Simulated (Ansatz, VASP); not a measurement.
**Sb in VASP and in Ansatz**

Contents of INCAR:

```
SYSTEM = Sb
PREC     = Accurate       ! precision mode
ENCUT    = 500            ! plane-wave cutoff, eV
EDIFF    = 1E-6           ! SCF threshold, eV
ISMEAR   = 0              ! smearing method
SIGMA    = 0.15           ! smearing width, eV
LREAL    = .False.        ! projectors in reciprocal space
LASPH    = .True.         ! aspherical terms in the spheres
NELM     = 120            ! most SCF steps
ALGO     = Normal         ! electronic algorithm
ISIF     = 2              ! what is computed and relaxed
LWAVE    = .False.        ! write WAVECAR
LCHARG   = .False.        ! write CHGCAR
NBANDS   = 22             ! bands
GGA_COMPAT= .False.
```

KPOINTS

```
Automatic mesh
0
Gamma
  15 15 15
  0 0 0
```

Contents of POSCAR:

```
Sb
1.0
    2.2703182135      1.3107688317      3.3595552717
   -2.2703182135      1.3107688317      3.3595552717
    0.0000000000     -2.6215376634      3.3595552718
Sb
2
Direct
    0.2336400000      0.2336400000      0.2336400000
    0.7663600000      0.7663600000      0.7663600000
```

Input for Ansatz:

```yaml
crystal:
  lattice:
    - [2.2703182135, 1.3107688317, 3.3595552717]
    - [-2.2703182135, 1.3107688317, 3.3595552717]
    - [0.0, -2.6215376634, 3.3595552718]
  atoms:
    - { symbol: Sb, position: [0.23364, 0.23364, 0.23364] }
    - { symbol: Sb, position: [0.76636, 0.76636, 0.76636] }
basis:
  ecutwfc: 420
kpoints:
  mp_grid: { grid: [15, 15, 15] }
hamiltonian:
  xc: lda
scf:
  occupations: { method: gaussian, width: 0.15 }
output:
  forces: true
  stress: true
  eigenvalues: true
```

Alike in both runs: task single point; functional LDA; k mesh 15 × 15 × 15; occupations gaussian, width 0.15 eV; no spin polarisation.

```csv
,VASP,Ansatz
version,VASP 6.6.1,Ansatz 0.2.0
potentials or method,"VASP PAW LDA potentials, release 64 (Sb_d_GW), cutoff 500 eV","scalar-relativistic, plane waves, PAW"
valence electrons in the cell,30,30
```

|  | VASP | Ansatz | Ansatz less VASP |
| --- | --- | --- | --- |
| gap on the k mesh at the Fermi level (eV) | none | none | - |
| pressure (GPa) | -2.1 | -2.2 | -0.09 |
| traceless stress, the component that is largest in VASP (GPa) | 3.43 | 3.45 | +0.020 |
| rms of the force components (eV/Å) | 0.159 | 0.147 | -0.0119 |

LDA's correlation is that of Perdew and Zunger in VASP and of Perdew and Wang (1992) in Ansatz. Atom by atom the forces differ by 0.012 eV/Å (rms over components). A gap of «none» marks a metal or a gap that the smearing closes.

Spin-orbit coupling is off throughout.
